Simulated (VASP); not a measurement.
# AlRu (Pm-3m) in VASP: single point with PBE

Aim: the single point of AlRu with PBE.

Program: VASP 6.6.1. These are calculated values, not measurements. Logs are shortened: lines on timing, memory, paths and dates and some standing lists are left out, and cuts for length are marked.

## Step 1: The cell of the first run

Symmetry: Pm-3m, No. 221, cubic system. Conventional cell: a = 2.992 Å, b = 2.992 Å, c = 2.992 Å, α = 90.00°, β = 90.00°, γ = 90.00°. Al (site symmetry m-3m) has 8 Ru at 2.59 Å and 6 Al at 2.99 Å within 3.4 Å. Ru (site symmetry m-3m) has 8 Al at 2.59 Å and 6 Ru at 2.99 Å within 3.4 Å.

## Step 2: Single point, PBE

Contents of INCAR:

```
SYSTEM = AlRu
PREC = Accurate ; ENCUT = 520
EDIFF = 1E-6 ; ISMEAR = -1
SIGMA = 0.15 ; LREAL = .FALSE.
LASPH = .TRUE. ; NELM = 80
ALGO = Normal ; ISIF = 2
LWAVE = .FALSE. ; LCHARG = .FALSE.
GGA = PE ; NBANDS = 16
```

Contents of KPOINTS:

```
regular mesh
0
G
  10 10 10
  0 0 0
```

Contents of POSCAR:

```
AlRu
1.0
    2.9916000000      0.0000000000      0.0000000000
    0.0000000000      2.9916000000      0.0000000000
    0.0000000000      0.0000000000      2.9916000000
Al Ru
1 1
Direct
    0.0000000000      0.0000000000      0.0000000000
    0.5000000000      0.5000000000      0.5000000000
```

Potentials or basis: VASP PAW PBE potentials, release 64 (Al, Ru_pv).

On the command line:

```
> cat potpaw_PBE.64/Al/POTCAR potpaw_PBE.64/Ru_pv/POTCAR > POTCAR
> mpirun -np 1 vasp_std > vasp.out
```

OUTCAR:

```text
SYSTEM = AlRu
   PREC = Accurate
   ENCUT = 520
   EDIFF = 1E-6
   ISMEAR = -1
   LREAL = .FALSE.
   LASPH = .TRUE.
   NELM = 80
   ISIF = 2
   GGA = PE

 ion  position               nearest neighbor table
   1  0.000  0.000  0.000-   2 2.59   2 2.59   2 2.59   2 2.59   2 2.59   2 2.59   2 2.59   2 2.59

   2  0.500  0.500  0.500-   1 2.59   1 2.59   1 2.59   1 2.59   1 2.59   1 2.59   1 2.59   1 2.59

  LATTYP: Found a simple cubic cell.
 ALAT       =     2.9916000000

  Lattice vectors:

 A1 = (   2.9916000000,   0.0000000000,   0.0000000000)
 A2 = (   0.0000000000,   2.9916000000,   0.0000000000)
 A3 = (   0.0000000000,   0.0000000000,   2.9916000000)

Analysis of symmetry for initial positions (statically):
=====================================================================
 Subroutine PRICEL returns:
 Original cell was already a primitive cell.

 Routine SETGRP: Setting up the symmetry group for a
 simple cubic supercell.

 Subroutine GETGRP returns: Found 48 space group operations
 (whereof 48 operations were pure point group operations)
 out of a pool of 48 trial point group operations.

The static configuration has the point symmetry O_h .

Analysis of symmetry for dynamics (positions and initial velocities):
=====================================================================
 Subroutine PRICEL returns:
 Original cell was already a primitive cell.

 Routine SETGRP: Setting up the symmetry group for a
 simple cubic supercell.

 Subroutine GETGRP returns: Found 48 space group operations
 (whereof 48 operations were pure point group operations)
 out of a pool of 48 trial point group operations.

The dynamic configuration has the point symmetry O_h .

 Subroutine INISYM returns: Found 48 space group operations
 (whereof 48 operations are pure point group operations),
 and found     1 'primitive' translations

----------------------------------------------------------------------------------------

                                     Primitive cell

  volume of cell :      26.7738

  direct lattice vectors                    reciprocal lattice vectors
     2.991600000  0.000000000  0.000000000     0.334269287  0.000000000  0.000000000
     0.000000000  2.991600000  0.000000000     0.000000000  0.334269287  0.000000000
     0.000000000  0.000000000  2.991600000     0.000000000  0.000000000  0.334269287

  length of vectors
     2.991600000  2.991600000  2.991600000     0.334269287  0.334269287  0.334269287

  position of ions in fractional coordinates (direct lattice)
     0.000000000  0.000000000  0.000000000
     0.500000000  0.500000000  0.500000000

  ion indices of the primitive-cell ions
   primitive index   ion index
                 1           1
                 2           2

----------------------------------------------------------------------------------------

 KPOINTS: regular mesh

Automatic generation of k-mesh.
 Grid dimensions read from file:
 generate k-points for:   10   10   10

 Generating k-lattice:

  Cartesian coordinates                     Fractional coordinates (reciprocal lattice)
     0.033426929  0.000000000  0.000000000     0.100000000  0.000000000  0.000000000
     0.000000000  0.033426929  0.000000000     0.000000000  0.100000000  0.000000000
     0.000000000  0.000000000  0.033426929     0.000000000  0.000000000  0.100000000

  Length of vectors
     0.033426929  0.033426929  0.033426929

  Shift w.r.t. Gamma in fractional coordinates (k-lattice)
     0.000000000  0.000000000  0.000000000

 Subroutine IBZKPT returns following result:
 ===========================================

 Found     56 irreducible k-points:

 Following reciprocal coordinates:
            Coordinates               Weight
  0.000000  0.000000  0.000000      1.000000
  0.100000  0.000000  0.000000      6.000000
  0.200000  0.000000  0.000000      6.000000
  0.300000  0.000000  0.000000      6.000000
  0.400000  0.000000  0.000000      6.000000
  0.500000  0.000000  0.000000      3.000000
[... 16 lines left out ...]
  0.200000  0.100000  0.100000     24.000000
  0.300000  0.100000  0.100000     24.000000
 [... further k-points ...]
   k-points           NKPTS =     56   k-points in BZ     NKDIM =     56   number of bands    NBANDS=     16
   number of dos      NEDOS =    301   number of ions     NIONS =      2
   total plane-waves  NPLWV =  13824
   dimension x,y,z NGX =    24 NGY =   24 NGZ =   24
   dimension x,y,z NGXF=    48 NGYF=   48 NGZF=   48
   ions per type =               1   1
   NGX,Y,Z   is equivalent  to a cutoff of  13.34, 13.34, 13.34 a.u.
   NGXF,Y,Z  is equivalent  to a cutoff of  26.67, 26.67, 26.67 a.u.
 SYSTEM =  AlRu
   PREC   = accura    normal or accurate (medium, high low for compatibility)
   ISTART =      0    job   : 0-new  1-cont  2-samecut
   ICHARG =      2    charge: 1-file 2-atom 10-const
   ISPIN  =      1    spin polarized calculation?
   LNONCOLLINEAR =      F non collinear calculations
   LSORBIT =      F    spin-orbit coupling
   LASPH  =      T    aspherical Exc in radial PAW
   ENCUT  =  520.0 eV  38.22 Ry    6.18 a.u.   5.56  5.56  5.56*2*pi/ulx,y,z
   NELM   =     80;   NELMIN=  2; NELMDL= -5     # of ELM steps
   EDIFF  = 0.1E-05   stopping-criterion for ELM
   LREAL  =      F    real-space projection
   EDIFFG = 0.1E-04   stopping-criterion for IOM
   NSW    =      0    number of steps for IOM
   IBRION =     -1    ionic relax: 0-MD 1-quasi-New 2-CG
   NFREE  =      0    steps in history (QN), initial steepest desc. (CG)
   ISIF   =      2    stress and relaxation
   ISYM   =      2    0-nonsym 1-usesym 2-fastsym
   POTIM  = 0.5000    time-step for ionic-motion
   TEBEG  =    0.0;   TEEND  =   0.0 temperature during run
   PSTRESS=    0.0 pullay stress
   NELECT =      17.0000    total number of electrons
   NUPDOWN=      -1.0000    fix difference up-down
   EMIN   =  10.00;   EMAX   =-10.00  energy-range for DOS
   EFERMI =   0.00;   METHOD = LEGACY
   ISMEAR =    -1;   SIGMA  =   0.15  broadening in eV -4-tet -1-fermi 0-gaus
   EFERMI_NEDOS =   21; number of points for ismear=-14 and -15
   IALGO  =     38    algorithm
   IMIX   =      4    mixing-type and parameters
     AMIX     =   0.40;   BMIX     =  1.00
     AMIX_MAG =   1.60;   BMIX_MAG =  1.00
  volume/ion in A,a.u.               =      13.39        90.34
  Fermi-wavevector in a.u.,A,eV,Ry     =   1.407087  2.659009 26.938090  1.979894
  Thomas-Fermi vector in A             =   2.529382
   LORBIT       =      0    0 simple, 1 ext, 2 COOP (PROOUT), +10 PAW based schemes
   GGA     = PE    functional components
   LHFCALC =     F    Hartree Fock is set to
   AEXX    =    0.0000 exact exchange contribution
   IVDW    =     0    specifies the selected vdW correction
   LEPSILON=     F    determine dielectric tensor
   LRPA    =     F    only Hartree local field effects (RPA)
 non-spin polarized calculation
  energy-cutoff  :      520.00
  volume of cell :       26.77
 maximum number of plane-waves:       739
 NGX is ok and might be reduce to    24
   NGX = 11   NGY = 11   NGZ = 11

 number of electron      16.9999995 magnetization

 Free energy of the ion-electron system (eV)
  ---------------------------------------------------
  ext. energy  EPLUGINS =         0.00000000
  ---------------------------------------------------
  free energy    TOTEN  =       -14.31703946 eV

  energy without entropy =      -14.20846480  energy(sigma->0) =      -14.26275213

 E-fermi :  10.7676     XC(G=0): -12.5661

 val. band max:       10.7536848063   @ k =   0.1000   0.1000   0.0000
 cond. band min:      10.7773971137   @ k =   0.2000   0.1000   0.0000
 fundamental gap:      0.0237123074
 Fermi energy:        10.7675774098

 k-point     1 :       0.0000    0.0000    0.0000
  band No.  band energies     occupation
      1     -31.0511      2.00000
      2     -31.0511      2.00000
      3     -31.0511      2.00000
      4       1.0428      2.00000
      5       7.1492      2.00000
      6       7.1492      2.00000
[... 8 lines left out ...]
     15      22.8403      0.00000
     16      25.8257      0.00000

 k-point     2 :       0.1000    0.0000    0.0000
  band No.  band energies     occupation
      1     -31.0713      2.00000
      2     -31.0494      2.00000
      3     -31.0494      2.00000
      4       1.2344      2.00000
      5       7.2123      2.00000
      6       7.2162      2.00000
[... 8 lines left out ...]
     15      22.8410      0.00000
     16      26.4411      0.00000

 k-point     3 :       0.2000    0.0000    0.0000
  band No.  band energies     occupation
      1     -31.1239      2.00000
      2     -31.0449      2.00000
      3     -31.0449      2.00000
      4       1.7923      2.00000
      5       7.2911      2.00000
      6       7.3996      2.00000
[... 8 lines left out ...]
     15      23.2283      0.00000
     16      28.1133      0.00000

 k-point     4 :       0.3000    0.0000    0.0000
  band No.  band energies     occupation
      1     -31.1885      2.00000
      2     -31.0394      2.00000
      3     -31.0394      2.00000
      4       2.6685      2.00000
      5       7.0613      2.00000
      6       7.6450      2.00000
[... 8 lines left out ...]
     15      23.7271      0.00000
     16      26.2742      0.00000
[... 324 lines left out ...]
 k-point    22 :       0.1000    0.1000    0.1000
  band No.  band energies     occupation
      1     -31.0694      2.00000
      2     -31.0669      2.00000
      3     -31.0669      2.00000
      4       1.6088      2.00000
      5       7.3537      2.00000
      6       7.3537      2.00000
[... 8 lines left out ...]
     15      22.8411      0.00000
     16      27.4041      0.00000

 k-point    23 :       0.2000    0.1000    0.1000
  band No.  band energies     occupation
      1     -31.1201      2.00000
      2     -31.0637      2.00000
      3     -31.0623      2.00000
      4       2.1474      2.00000
      5       7.4629      2.00000
      6       7.5298      2.00000
[... 8 lines left out ...]
     15      23.7823      0.00000
     16      26.8952      0.00000

 k-point    24 :       0.3000    0.1000    0.1000
  band No.  band energies     occupation
      1     -31.1841      2.00000
      2     -31.0579      2.00000
      3     -31.0567      2.00000
      4       2.9873      2.00000
      5       7.2027      2.00000
      6       7.7767      2.00000
[... 8 lines left out ...]
     15      24.5103      0.00000
     16      25.2602      0.00000

 [... further k-points ...]

------------------------ aborting loop because EDIFF is reached ----------------------------------------

  FORCE on cell =-STRESS in cart. coord.  units (eV):
  Direction    XX          YY          ZZ          XY          YZ          ZX
  --------------------------------------------------------------------------------------
  -------------------------------------------------------------------------------------
  Total        0.4909628      0.4909628      0.4909628      0.0000000     -0.0000000      0.0000000
  in kB       29.3797818     29.3797818     29.3797818      0.0000000     -0.0000000      0.0000000
  external PRESSURE =      29.3797818 kB  Pullay stress =       0.0000000 kB

 VOLUME and BASIS-vectors are now :
 -----------------------------------------------------------------------------
  energy-cutoff  :      520.00
  volume of cell :       26.77
      direct lattice vectors                 reciprocal lattice vectors
     2.991600000  0.000000000  0.000000000     0.334269287  0.000000000  0.000000000
     0.000000000  2.991600000  0.000000000     0.000000000  0.334269287  0.000000000
     0.000000000  0.000000000  2.991600000     0.000000000  0.000000000  0.334269287

 POSITION                                       TOTAL-FORCE (eV/Angst)
 -----------------------------------------------------------------------------------
      0.00000      0.00000      0.00000         0.000000      0.000000      0.000000
      1.49580      1.49580      1.49580         0.000000      0.000000      0.000000
 -----------------------------------------------------------------------------------
    total drift:                                0.000000     -0.000000     -0.000000

  FREE ENERGIE OF THE ION-ELECTRON SYSTEM (eV)
  ---------------------------------------------------
  free  energy   TOTEN  =       -14.3170394560 eV

  energy  without entropy=      -14.2084647971  energy(sigma->0) =      -14.26275213
```

It took 17 s on 1 thread of Intel Xeon 8259CL, shared host; peak memory 0.15 GiB.

What came out:

| Item | Value |
| --- | --- |
| Free energy | -14.3170 eV |
| Pressure | 2.9 GPa |

Levels at points of the mesh, in eV from the Fermi level:
```tsv
k point	band 7	band 8	band 9	band 10	band 11	band 12
(0.00, 0.00, 0.00)	0.13	0.13	0.13	6.03	6.03	6.03
(0.50, 0.00, 0.00)	-1.65	-1.65	0.38	2.24	7.40	10.98
(0.50, 0.50, 0.00)	-1.42	-1.22	-1.22	1.48	5.26	6.18
(0.50, 0.50, 0.50)	1.57	1.57	2.53	4.08	4.08	4.08
```
